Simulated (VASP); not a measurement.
# MgO: single point with r2SCAN

Crystal: MgO.

```
Mg O
1.0
     0.00000    8.50876    8.50876
     8.50876    0.00000    8.50876
     8.50876    8.50876    0.00000
Mg O
64 64
Direct
  0.00000 0.00000 0.00000
  0.00000 0.00000 0.25000
  0.00000 0.00000 0.50000
  0.00000 0.00000 0.75000
  0.00000 0.25000 0.00000
  0.00000 0.25000 0.25000
  0.00000 0.25000 0.50000
  0.00000 0.25000 0.75000
  0.00000 0.50000 0.00000
  0.00000 0.50000 0.25000
  0.00000 0.50000 0.50000
  0.00000 0.50000 0.75000
  0.00000 0.75000 0.00000
  0.00000 0.75000 0.25000
  0.00000 0.75000 0.50000
  0.00000 0.75000 0.75000
  0.25000 0.00000 0.00000
  0.25000 0.00000 0.25000
  0.25000 0.00000 0.50000
  0.25000 0.00000 0.75000
  0.25000 0.25000 0.00000
  0.25000 0.25000 0.25000
  0.25000 0.25000 0.50000
  0.25000 0.25000 0.75000
  0.25000 0.50000 0.00000
  0.25000 0.50000 0.25000
  0.25000 0.50000 0.50000
  0.25000 0.50000 0.75000
  0.25000 0.75000 0.00000
  0.25000 0.75000 0.25000
  0.25000 0.75000 0.50000
  0.25000 0.75000 0.75000
  0.50000 0.00000 0.00000
  0.50000 0.00000 0.25000
  0.50000 0.00000 0.50000
  0.50000 0.00000 0.75000
  0.50000 0.25000 0.00000
  0.50000 0.25000 0.25000
  0.50000 0.25000 0.50000
  0.50000 0.25000 0.75000
  0.50000 0.50000 0.00000
  0.50000 0.50000 0.25000
  0.50000 0.50000 0.50000
  0.50000 0.50000 0.75000
  0.50000 0.75000 0.00000
  0.50000 0.75000 0.25000
  0.50000 0.75000 0.50000
  0.50000 0.75000 0.75000
  0.75000 0.00000 0.00000
  0.75000 0.00000 0.25000
  0.75000 0.00000 0.50000
  0.75000 0.00000 0.75000
  0.75000 0.25000 0.00000
  0.75000 0.25000 0.25000
  0.75000 0.25000 0.50000
  0.75000 0.25000 0.75000
  0.75000 0.50000 0.00000
  0.75000 0.50000 0.25000
  0.75000 0.50000 0.50000
  0.75000 0.50000 0.75000
  0.75000 0.75000 0.00000
  0.75000 0.75000 0.25000
  0.75000 0.75000 0.50000
  0.75000 0.75000 0.75000
  0.12500 0.12500 0.12500
  0.12500 0.12500 0.37500
  0.12500 0.12500 0.62500
  0.12500 0.12500 0.87500
  0.12500 0.37500 0.12500
  0.12500 0.37500 0.37500
  0.12500 0.37500 0.62500
  0.12500 0.37500 0.87500
  0.12500 0.62500 0.12500
  0.12500 0.62500 0.37500
  0.12500 0.62500 0.62500
  0.12500 0.62500 0.87500
  0.12500 0.87500 0.12500
  0.12500 0.87500 0.37500
  0.12500 0.87500 0.62500
  0.12500 0.87500 0.87500
  0.37500 0.12500 0.12500
  0.37500 0.12500 0.37500
  0.37500 0.12500 0.62500
  0.37500 0.12500 0.87500
  0.37500 0.37500 0.12500
  0.37500 0.37500 0.37500
  0.37500 0.37500 0.62500
  0.37500 0.37500 0.87500
  0.37500 0.62500 0.12500
  0.37500 0.62500 0.37500
  0.37500 0.62500 0.62500
  0.37500 0.62500 0.87500
  0.37500 0.87500 0.12500
  0.37500 0.87500 0.37500
  0.37500 0.87500 0.62500
  0.37500 0.87500 0.87500
  0.62500 0.12500 0.12500
  0.62500 0.12500 0.37500
  0.62500 0.12500 0.62500
  0.62500 0.12500 0.87500
  0.62500 0.37500 0.12500
  0.62500 0.37500 0.37500
  0.62500 0.37500 0.62500
  0.62500 0.37500 0.87500
  0.62500 0.62500 0.12500
  0.62500 0.62500 0.37500
  0.62500 0.62500 0.62500
  0.62500 0.62500 0.87500
  0.62500 0.87500 0.12500
  0.62500 0.87500 0.37500
  0.62500 0.87500 0.62500
  0.62500 0.87500 0.87500
  0.87500 0.12500 0.12500
  0.87500 0.12500 0.37500
  0.87500 0.12500 0.62500
  0.87500 0.12500 0.87500
  0.87500 0.37500 0.12500
  0.87500 0.37500 0.37500
  0.87500 0.37500 0.62500
  0.87500 0.37500 0.87500
  0.87500 0.62500 0.12500
  0.87500 0.62500 0.37500
  0.87500 0.62500 0.62500
  0.87500 0.62500 0.87500
  0.87500 0.87500 0.12500
  0.87500 0.87500 0.37500
  0.87500 0.87500 0.62500
  0.87500 0.87500 0.87500
```

- Program: VASP 6.6.1
- Task: single point
- Functional: r2SCAN
- Potentials or basis: VASP PAW PBE potentials, release 64 (Mg, O)
- Cutoff: 520 eV
- k mesh: 1 × 1 × 1
- Occupations: gaussian, width 0.01 eV
- Spin: no spin polarisation

- Pressure: -6.6 GPa
- Band gap on the k mesh: 5.30 eV

Levels at points of the mesh, in eV from the valence-band top:
```tsv
k point	band 254	band 255	band 256	band 257	band 258	band 259
(0.00, 0.00, 0.00)	0.00	0.00	0.00	5.30	7.69	7.69
```

Wall time 8.4 min on 1 × NVIDIA H100 80GB with 1 thread of AMD EPYC 7R13 Processor (Zen 3), with other jobs on the host, peak memory 2.1 GiB.

Caveat: the k points lie up to 0.64 Å⁻¹ apart; the PAW data sets were made with another functional, which shifts forces and pressure a little; an odd mesh through Γ misses points on the zone boundary, where band edges can lie.
